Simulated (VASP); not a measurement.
Co: single point with PBE

Co:

```
Co
1.0
     2.49352    0.00000    0.00000
    -1.24676    2.15945    0.00000
     0.00000    0.00000    4.02778
Co
2
Direct
  0.33333 0.66667 0.25000
  0.66667 0.33333 0.75000
```

```yaml
Program: VASP 6.6.1
Task: single point
Functional: PBE
Potentials_or_basis: VASP PAW PBE potentials, release 64 (Co)
Cutoff: 520 eV
k_mesh: 14 × 14 × 8
Occupations: gaussian, width 0.6 eV
Spin: collinear spin, ferromagnetic start
Starting_moments: "[1.69, 1.69] μB"
Dipole_correction: no
Further_INCAR_settings: ALGO = Normal; EDIFF = 1e-06; NBANDS = 20
```

```json
{"Pressure": "0.2 GPa", "Net moment": "3.02 μB per cell", "Site moments": "Co +1.52 μB", "Valence electrons inside the program's atomic spheres": "Co 8.27"}
```

Stress tensor (GPa, compression positive):
```
-0.21  0.00  0.00
 0.00 -0.21  0.00
 0.00  0.00  0.98
```

Levels at points of the mesh, in eV from the Fermi level:
Spin up:
```tsv
k point	band 8	band 9	band 10	band 11	band 12	band 13
(0.00, 0.00, 0.00)	-1.90	-1.90	-0.79	-0.79	-0.10	6.38
(0.50, 0.00, 0.00)	-0.66	-0.57	-0.51	1.31	3.32	9.68
(0.00, 0.00, 0.50)	-2.63	-1.10	-1.10	-1.10	-1.10	15.04
(0.50, 0.00, 0.50)	-1.03	-0.57	-0.57	1.58	1.58	7.26
```
Spin down:
| k point | band 3 | band 4 | band 5 | band 6 | band 7 | band 8 | band 9 | band 10 | band 11 | band 12 |
| --- | --- | --- | --- | --- | --- | --- | --- | --- | --- | --- |
| (0.00, 0.00, 0.00) | -1.06 | -1.03 | -1.03 | -0.67 | -0.67 | -0.25 | -0.25 | -0.14 | 0.97 | 0.97 |
| (0.50, 0.00, 0.00) | -3.29 | -1.89 | -1.19 | -1.09 | -0.69 | 1.09 | 1.23 | 1.25 | 2.46 | 4.23 |
| (0.00, 0.00, 0.50) | -1.60 | -1.60 | -1.10 | -1.10 | -1.10 | -1.10 | 0.63 | 0.63 | 0.63 | 0.63 |
| (0.50, 0.00, 0.50) | -2.43 | -2.43 | -0.14 | -0.14 | 0.19 | 0.19 | 1.19 | 1.19 | 2.16 | 2.16 |

Wall time 46 s on 1 thread of Intel(R) Xeon(R) 6975P-C (Granite Rapids), on a shared host, peak memory 0.19 GiB.

Caveat: so wide a smearing shifts energies and pressures.
